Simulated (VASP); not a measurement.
Here is a VASP 6.6.1 calculation.

The input INCAR:

```
SYSTEM = RbBr
PREC     = Accurate       ! precision mode
ENCUT    = 520            ! plane-wave cutoff, eV
EDIFF    = 1E-7           ! SCF threshold, eV
ISMEAR   = 0              ! smearing method
SIGMA    = 0.05           ! smearing width, eV
LREAL    = .FALSE.        ! projectors in reciprocal space
LASPH    = .TRUE.         ! aspherical terms in the spheres
NELM     = 60             ! most SCF steps
ALGO     = Normal         ! electronic algorithm
ISIF     = 2              ! what is computed and relaxed
LWAVE    = .FALSE.        ! write WAVECAR
LCHARG   = .FALSE.        ! write CHGCAR
GGA      = PE             ! functional
NBANDS   = 15             ! bands
```

KPOINTS

```
Automatic mesh
0
G
  6 6 6
  0 0 0
```

File POSCAR:

```
RbBr
1.0
    4.3048525893      0.0000000000      0.0000000000
    0.0000000000      4.3048525893      0.0000000000
    0.0000000000      0.0000000000      4.1929021031
Rb Br
1 1
Direct
    0.0000000000      0.0000000000      0.0000000000
    0.5000000000      0.5000000000      0.5000000000
```

Potentials or basis: VASP PAW PBE potentials, release 64 (Rb_sv, Br).

Command:

```sh
$ cat potpaw_PBE.64/Rb_sv/POTCAR potpaw_PBE.64/Br/POTCAR > POTCAR
$ mpirun -np 1 vasp_std > vasp.out
```

Estimate the pressure.

-0.6 GPa.

Estimate the band gap on the k mesh.

3.69 eV (least direct gap 3.83 eV).

Stress tensor (GPa, compression positive):
```
-0.83  0.00  0.00
 0.00 -0.83  0.00
 0.00  0.00 -0.12
```

Caveat: the cell differs from its parent crystal (the cell strained). A k mesh can miss the band edges.
